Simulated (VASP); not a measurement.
Wanted: the native input for a VASP 6.6.1 run.

```
Task                   : single point
Functional             : r2SCAN
Potentials or basis    : VASP PAW PBE potentials, release 64 (Al, N)
Cutoff                 : 520 eV
k mesh                 : 8 × 8 × 3
Occupations            : gaussian, width 0.05 eV
Spin                   : no spin polarisation
Dipole correction      : no
Further INCAR settings : ALGO = Normal; EDIFF = 1e-06; NBANDS = 26
```

The system is AlN.

```
Al N
1.0
    -3.11100    0.00000    0.00000
    -1.55550   -2.69421    0.00000
    -2.33325   -1.34710    9.95600
Al N
4 4
Direct
  0.88146 0.88146 0.90375
  0.13146 0.13146 0.40375
  0.58979 0.58979 0.15375
  0.33979 0.33979 0.65375
  0.28521 0.28521 0.09625
  0.03521 0.03521 0.59625
  0.49354 0.49354 0.34625
  0.24354 0.24354 0.84625
```

These files were run (other wordings do the same):

POSCAR

```
AlN
1.0
   -3.1110021516      0.0000000000      0.0000000000
   -1.5555010758     -2.6942068945      0.0000000000
   -2.3332516137     -1.3471034473      9.9560000000
Al N
4 4
Direct
   -0.1185416667     -0.1185416667      0.9037500000
    0.1314583333      0.1314583333      0.4037500000
    0.5897916667      0.5897916667      0.1537500000
    0.3397916667      0.3397916667      0.6537500000
    0.2852083333      0.2852083333      0.0962500000
    0.0352083333      0.0352083333      0.5962500000
    0.4935416667      0.4935416667      0.3462500000
    0.2435416667      0.2435416667      0.8462500000
```

INCAR.step1

```
  PREC = Accurate
  ENCUT = 520
  ISMEAR = 0
  SIGMA = 0.05
  LREAL = False
  LASPH = True
  NELM = 100
  NBANDS = 26
  GGA = PE
  ALGO = Normal
  EDIFF = 1E-4
  LWAVE = True
  LCHARG = False
```

INCAR.step2

```
  PREC = Accurate
  ENCUT = 520
  EDIFF = 1E-6
  ISMEAR = 0
  SIGMA = 0.05
  LREAL = False
  LASPH = True
  NELM = 100
  ALGO = Normal
  ISIF = 2
  LWAVE = False
  LCHARG = True
  METAGGA = R2SCAN
  LMIXTAU = True
  LELF = True
  LVHAR = True
  NBANDS = 26
  ISTART = 1
```

KPOINTS

```
Automatic mesh
0
Gamma
  8 8 3
```

Potentials or basis: VASP PAW PBE potentials, release 64 (Al, N).

Command:

```sh
$ cat potpaw_PBE.64/Al/POTCAR potpaw_PBE.64/N/POTCAR > POTCAR
$ cp INCAR.step1 INCAR
$ mpirun -np 1 vasp_std > vasp.out
$ cp INCAR.step2 INCAR
$ mpirun -np 1 vasp_std > vasp.out
```

It gave:

* Pressure: -2.1 GPa
* Largest force: 1.600 eV/Å
* Band gap on the k mesh: 3.74 eV, direct

Caveat: the PAW data sets were made with another functional, which shifts forces and pressure a little.

It took 5.2 min on 1 thread of Intel(R) Xeon(R) Platinum 8488C (Sapphire Rapids), with other jobs on the host, peak memory 0.26 GiB.
